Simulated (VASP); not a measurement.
# BiIr (Immm) in VASP: notebook

BiIr is run at these levels: PBE; tasks: single point.

Everything below comes from runs of VASP 6.6.1. Logs are shortened: lines on timing, memory, paths and dates and some standing lists are left out, and cuts for length are marked.

### 1 The cell of the first run

It takes space group Immm (No. 71, orthorhombic). The conventional cell has a = 3.938 Å, b = 4.018 Å, c = 5.626 Å, α = 90.00°, β = 90.00°, γ = 90.00°. Ir (site symmetry mmm) has 6 Bi at 2.81 Å within 3.7 Å. Bi (site symmetry mmm) has 6 Ir at 2.81 Å within 3.7 Å.

### 2 Single point, PBE

INCAR

```
SYSTEM = BiIr
PREC = Accurate
ENCUT = 520
EDIFF = 1E-7
ISMEAR = 0
SIGMA = 0.05
LREAL = .False.
LASPH = .True.
NELM = 80
ALGO = Fast
ISIF = 2
LWAVE = .False.
LCHARG = .False.
GGA = PE
NBANDS = 19
```

KPOINTS

```
Automatic mesh
0
Gamma
  10 10 10
  0 0 0
```

POSCAR

```
BiIr
1.0
    0.0281287220      2.8128721990      2.8128721990
    2.8410009210      0.0000000000      2.8410009210
    2.8128721990      2.8128721990      0.0281287220
Ir Bi
1 1
Direct
    0.5000000000      0.5000000000      0.5000000000
    0.0000000000      0.0000000000      0.0000000000
```

Potentials or basis: VASP PAW PBE potentials, release 64 (Ir, Bi_d).

Run with:

```sh
> cat potpaw_PBE.64/Ir/POTCAR potpaw_PBE.64/Bi_d/POTCAR > POTCAR
> mpirun -np 1 vasp_std > vasp.out
```

OUTCAR:

```text
SYSTEM = BiIr
   PREC = Accurate
   ENCUT = 520
   EDIFF = 1E-7
   ISMEAR = 0
   LREAL = .False.
   LASPH = .True.
   NELM = 80
   ISIF = 2
   GGA = PE

 ion  position               nearest neighbor table
   1  0.500  0.500  0.500-   2 2.81   2 2.81   2 2.81   2 2.81   2 2.81   2 2.81
   2  0.000  0.000  0.000-   1 2.81   1 2.81   1 2.81   1 2.81   1 2.81   1 2.81

  LATTYP: Found a body centered orthorhombic cell.
 ALAT       =     3.9382219929
 B/A-ratio  =     1.0202020202
 C/A-ratio  =     1.4284985479

  Lattice vectors:

 A1 = (   0.0281287220,  -2.8128721990,   2.8128721990)
 A2 = (  -0.0281287220,  -2.8128721990,  -2.8128721990)
 A3 = (   2.8128721990,   2.8128721990,   0.0281287220)

Analysis of symmetry for initial positions (statically):
=====================================================================
 Subroutine PRICEL returns:
 Original cell was already a primitive cell.

 Routine SETGRP: Setting up the symmetry group for a
 body centered orthorhombic supercell.

 Subroutine GETGRP returns: Found  8 space group operations
 (whereof  8 operations were pure point group operations)
 out of a pool of  8 trial point group operations.

The static configuration has the point symmetry D_2h.

Analysis of symmetry for dynamics (positions and initial velocities):
=====================================================================
 Subroutine PRICEL returns:
 Original cell was already a primitive cell.

 Routine SETGRP: Setting up the symmetry group for a
 body centered orthorhombic supercell.

 Subroutine GETGRP returns: Found  8 space group operations
 (whereof  8 operations were pure point group operations)
 out of a pool of  8 trial point group operations.

The dynamic configuration has the point symmetry D_2h.

 Subroutine INISYM returns: Found  8 space group operations
 (whereof  8 operations are pure point group operations),
 and found     1 'primitive' translations

----------------------------------------------------------------------------------------

                                     Primitive cell

  volume of cell :      44.5078

  direct lattice vectors                    reciprocal lattice vectors
     0.028128722  2.812872199  2.812872199    -0.179549752  0.177754254  0.179549752
     2.841000921  0.000000000  2.841000921     0.175994311 -0.177754254  0.175994311
     2.812872199  2.812872199  0.028128722     0.179549752  0.177754254 -0.179549752

  length of vectors
     3.978101462  4.017782033  3.978101462     0.309956129  0.305850568  0.309956129

  position of ions in fractional coordinates (direct lattice)
     0.500000000  0.500000000  0.500000000
     0.000000000  0.000000000  0.000000000

  ion indices of the primitive-cell ions
   primitive index   ion index
                 1           1
                 2           2

----------------------------------------------------------------------------------------

 KPOINTS: Automatic mesh

Automatic generation of k-mesh.
 Grid dimensions read from file:
 generate k-points for:   10   10   10

 Generating k-lattice:

  Cartesian coordinates                     Fractional coordinates (reciprocal lattice)
    -0.017954975  0.017775425  0.017954975     0.100000000  0.000000000  0.000000000
     0.017599431 -0.017775425  0.017599431     0.000000000  0.100000000  0.000000000
     0.017954975  0.017775425 -0.017954975     0.000000000  0.000000000  0.100000000

  Length of vectors
     0.030995613  0.030585057  0.030995613

  Shift w.r.t. Gamma in fractional coordinates (k-lattice)
     0.000000000  0.000000000  0.000000000

 Subroutine IBZKPT returns following result:
 ===========================================

 Found    171 irreducible k-points:

 Following reciprocal coordinates:
            Coordinates               Weight
  0.000000  0.000000  0.000000      1.000000
  0.100000  0.000000 -0.000000      4.000000
  0.200000  0.000000 -0.000000      4.000000
  0.300000  0.000000  0.000000      4.000000
  0.400000  0.000000  0.000000      4.000000
  0.500000  0.000000 -0.000000      2.000000
[... 16 lines left out ...]
 -0.400000  0.200000  0.000000      8.000000
 -0.300000  0.200000 -0.000000      8.000000
 [... further k-points ...]
   k-points           NKPTS =    171   k-points in BZ     NKDIM =    171   number of bands    NBANDS=     19
   number of dos      NEDOS =    301   number of ions     NIONS =      2
   total plane-waves  NPLWV =  27000
   dimension x,y,z NGX =    30 NGY =   30 NGZ =   30
   dimension x,y,z NGXF=    60 NGYF=   60 NGZF=   60
   ions per type =               1   1
   NGX,Y,Z   is equivalent  to a cutoff of  12.54, 12.41, 12.54 a.u.
   NGXF,Y,Z  is equivalent  to a cutoff of  25.07, 24.83, 25.07 a.u.
 SYSTEM =  BiIr
   PREC   = accura    normal or accurate (medium, high low for compatibility)
   ISTART =      0    job   : 0-new  1-cont  2-samecut
   ICHARG =      2    charge: 1-file 2-atom 10-const
   ISPIN  =      1    spin polarized calculation?
   LNONCOLLINEAR =      F non collinear calculations
   LSORBIT =      F    spin-orbit coupling
   LASPH  =      T    aspherical Exc in radial PAW
   ENCUT  =  520.0 eV  38.22 Ry    6.18 a.u.   7.40  7.47  7.40*2*pi/ulx,y,z
   NELM   =     80;   NELMIN=  2; NELMDL= -5     # of ELM steps
   EDIFF  = 0.1E-06   stopping-criterion for ELM
   LREAL  =      F    real-space projection
   EDIFFG = 0.1E-05   stopping-criterion for IOM
   NSW    =      0    number of steps for IOM
   IBRION =     -1    ionic relax: 0-MD 1-quasi-New 2-CG
   NFREE  =      0    steps in history (QN), initial steepest desc. (CG)
   ISIF   =      2    stress and relaxation
   ISYM   =      2    0-nonsym 1-usesym 2-fastsym
   POTIM  = 0.5000    time-step for ionic-motion
   TEBEG  =    0.0;   TEEND  =   0.0 temperature during run
   PSTRESS=    0.0 pullay stress
   NELECT =      24.0000    total number of electrons
   NUPDOWN=      -1.0000    fix difference up-down
   EMIN   =  10.00;   EMAX   =-10.00  energy-range for DOS
   EFERMI =   0.00;   METHOD = LEGACY
   ISMEAR =     0;   SIGMA  =   0.05  broadening in eV -4-tet -1-fermi 0-gaus
   EFERMI_NEDOS =   21; number of points for ismear=-14 and -15
   IALGO  =     68    algorithm
   IMIX   =      4    mixing-type and parameters
     AMIX     =   0.40;   BMIX     =  1.00
     AMIX_MAG =   1.60;   BMIX_MAG =  1.00
  volume/ion in A,a.u.               =      22.25       150.18
  Fermi-wavevector in a.u.,A,eV,Ry     =   1.332497  2.518055 24.157817  1.775549
  Thomas-Fermi vector in A             =   2.461428
   LORBIT       =      0    0 simple, 1 ext, 2 COOP (PROOUT), +10 PAW based schemes
   GGA     = PE    functional components
   LHFCALC =     F    Hartree Fock is set to
   AEXX    =    0.0000 exact exchange contribution
   IVDW    =     0    specifies the selected vdW correction
   LEPSILON=     F    determine dielectric tensor
   LRPA    =     F    only Hartree local field effects (RPA)
 non-spin polarized calculation
 RMM-DIIS sequential band-by-band and
 Gauss-broadening in eV      SIGMA  =   0.05
  energy-cutoff  :      520.00
  volume of cell :       44.51
 maximum number of plane-waves:      1239
 NGX is ok and might be reduce to    30
   NGX = 15   NGY = 15   NGZ = 15

 number of electron      24.0000003 magnetization

 Free energy of the ion-electron system (eV)
  ---------------------------------------------------
  ext. energy  EPLUGINS =         0.00000000
  ---------------------------------------------------
  free energy    TOTEN  =       -11.69357066 eV

  energy without entropy =      -11.69066750  energy(sigma->0) =      -11.69211908

 E-fermi :   8.1046     XC(G=0): -11.5387

 val. band max:        8.1045330262   @ k =   0.4000   0.4000  -0.0000
 cond. band min:       8.1058196379   @ k =   0.2000  -0.1000   0.1000
 fundamental gap:      0.0012866117
 Fermi energy:         8.1046194181

 k-point     1 :       0.0000    0.0000    0.0000
  band No.  band energies     occupation
      1     -14.6390      2.00000
      2     -14.6378      2.00000
      3     -14.5835      2.00000
      4     -14.5816      2.00000
      5     -14.5805      2.00000
      6      -4.7840      2.00000
[... 11 lines left out ...]
     18      18.7291      0.00000
     19      18.8088      0.00000

 k-point     2 :       0.1000    0.0000   -0.0000
  band No.  band energies     occupation
      1     -14.6352      2.00000
      2     -14.6346      2.00000
      3     -14.5820      2.00000
      4     -14.5787      2.00000
      5     -14.5772      2.00000
      6      -4.6462      2.00000
[... 11 lines left out ...]
     18      18.1692      0.00000
     19      18.2770      0.00000

 k-point     3 :       0.2000    0.0000   -0.0000
  band No.  band energies     occupation
      1     -14.6270      2.00000
      2     -14.6262      2.00000
      3     -14.5785      2.00000
      4     -14.5699      2.00000
      5     -14.5678      2.00000
      6      -4.2462      2.00000
[... 11 lines left out ...]
     18      17.2484      0.00000
     19      17.2780      0.00000

 k-point     4 :       0.3000    0.0000    0.0000
  band No.  band energies     occupation
      1     -14.6187      2.00000
      2     -14.6165      2.00000
      3     -14.5743      2.00000
      4     -14.5574      2.00000
      5     -14.5549      2.00000
      6      -3.6373      2.00000
[... 407 lines left out ...]
     18      18.8435      0.00000
     19      20.2473      0.00000

 k-point    23 :      -0.4000    0.2000    0.0000
  band No.  band energies     occupation
      1     -14.6244      2.00000
      2     -14.6031      2.00000
      3     -14.5651      2.00000
      4     -14.5465      2.00000
      5     -14.5395      2.00000
      6      -2.6389      2.00000
[... 11 lines left out ...]
     18      19.2332      0.00000
     19      20.8927      0.00000

 k-point    24 :      -0.3000    0.2000   -0.0000
  band No.  band energies     occupation
      1     -14.6256      2.00000
      2     -14.6032      2.00000
      3     -14.5648      2.00000
      4     -14.5507      2.00000
      5     -14.5471      2.00000
      6      -2.9784      2.00000
[... 11 lines left out ...]
     18      18.2275      0.00000
     19      20.4436      0.00000

 [... further k-points ...]

------------------------ aborting loop because EDIFF is reached ----------------------------------------

  FORCE on cell =-STRESS in cart. coord.  units (eV):
  Direction    XX          YY          ZZ          XY          YZ          ZX
  --------------------------------------------------------------------------------------
  -------------------------------------------------------------------------------------
  Total        0.0311054      0.0169117      0.0311054      0.0000000      0.0000000     -0.0636830
  in kB        1.1197201      0.6087808      1.1197201      0.0000000      0.0000000     -2.2924367
  external PRESSURE =       0.9494070 kB  Pullay stress =       0.0000000 kB

 VOLUME and BASIS-vectors are now :
 -----------------------------------------------------------------------------
  energy-cutoff  :      520.00
  volume of cell :       44.51
      direct lattice vectors                 reciprocal lattice vectors
     0.028128722  2.812872199  2.812872199    -0.179549752  0.177754254  0.179549752
     2.841000921  0.000000000  2.841000921     0.175994311 -0.177754254  0.175994311
     2.812872199  2.812872199  0.028128722     0.179549752  0.177754254 -0.179549752

 POSITION                                       TOTAL-FORCE (eV/Angst)
 -----------------------------------------------------------------------------------
      2.84100      2.81287      2.84100         0.000000      0.000000      0.000000
      0.00000      0.00000      0.00000        -0.000000     -0.000000     -0.000000
 -----------------------------------------------------------------------------------
    total drift:                               -0.000000      0.000000      0.000000

  FREE ENERGIE OF THE ION-ELECTRON SYSTEM (eV)
  ---------------------------------------------------
  free  energy   TOTEN  =       -11.6935706589 eV

  energy  without entropy=      -11.6906674962  energy(sigma->0) =      -11.69211908
```

It took 79 s on 1 thread of AMD EPYC 9R45 (Zen 5), shared host; peak memory 0.25 GiB.

What came out:

| Quantity | Value |
| --- | --- |
| Free energy | -11.6936 eV |
| Pressure | 0.1 GPa |
| Band gap on the k mesh | zero (band 12 reaches 9.88 eV, above the bottom of band 13 at 7.30 eV) |

Caveat: spin-orbit coupling is left out, which moves the levels of the heavy elements.

### 3 Single point, PBE

INCAR

```
SYSTEM = BiIr
PREC = Accurate
ENCUT = 520
EDIFF = 1E-6
ISMEAR = 0
SIGMA = 0.05
LREAL = .FALSE.
LASPH = .TRUE.
NELM = 60
ALGO = Fast
ISIF = 2
LWAVE = .FALSE.
LCHARG = .TRUE.
GGA = PE
LELF = .TRUE.
LVHAR = .TRUE.
NBANDS = 19
```

KPOINTS

```
Automatic mesh
0
G
  10 10 10
  0 0 0
```

POSCAR

```
BiIr
1.0
   -0.0281287220      2.8128721990      2.8128721990
    2.7847434770      0.0000000000      2.7847434770
    2.8128721990      2.8128721990     -0.0281287220
Ir Bi
1 1
Direct
    0.5000000000      0.5000000000      0.5000000000
    0.0000000000      0.0000000000      0.0000000000
```

Potentials or basis: VASP PAW PBE potentials, release 64 (Ir, Bi_d).

Run with:

```sh
> cat potpaw_PBE.64/Ir/POTCAR potpaw_PBE.64/Bi_d/POTCAR > POTCAR
> mpirun -np 1 vasp_std > vasp.out
```

Run time: 71 s. Hardware: 1 thread of AMD EPYC 9R45 (Zen 5), shared host; peak memory 0.25 GiB.

It converged, with:

```yaml
Free_energy: -11.6936 eV
Pressure: 0.1 GPa
Band_gap_on_the_k_mesh: zero (band 12 reaches 9.88 eV, above the bottom of band 13 at 7.30 eV)
```

Stress tensor (GPa, compression positive):
```
0.12 0.00 0.23
0.00 0.07 0.00
0.23 0.00 0.12
```

Levels at points of the mesh, in eV from the Fermi level:
```tsv
k point	band 9	band 10	band 11	band 12	band 13	band 14	band 15	band 16
(0.00, 0.00, 0.00)	-1.85	-1.64	-1.63	1.78	1.90	2.03	3.58	7.71
(0.50, 0.00, 0.00)	-3.57	-1.24	-1.17	-0.89	4.35	5.72	5.76	6.59
(0.00, 0.50, 0.00)	-3.63	-1.21	-1.15	-0.82	4.20	5.69	5.74	6.44
(0.50, 0.50, 0.00)	-1.25	-0.91	-0.91	-0.81	-0.80	-0.32	1.40	8.42
(0.50, 0.00, 0.50)	-1.25	-1.06	-0.81	-0.79	-0.76	-0.33	1.40	8.42
```

Caveat: spin-orbit coupling is left out, which moves the levels of the heavy elements.
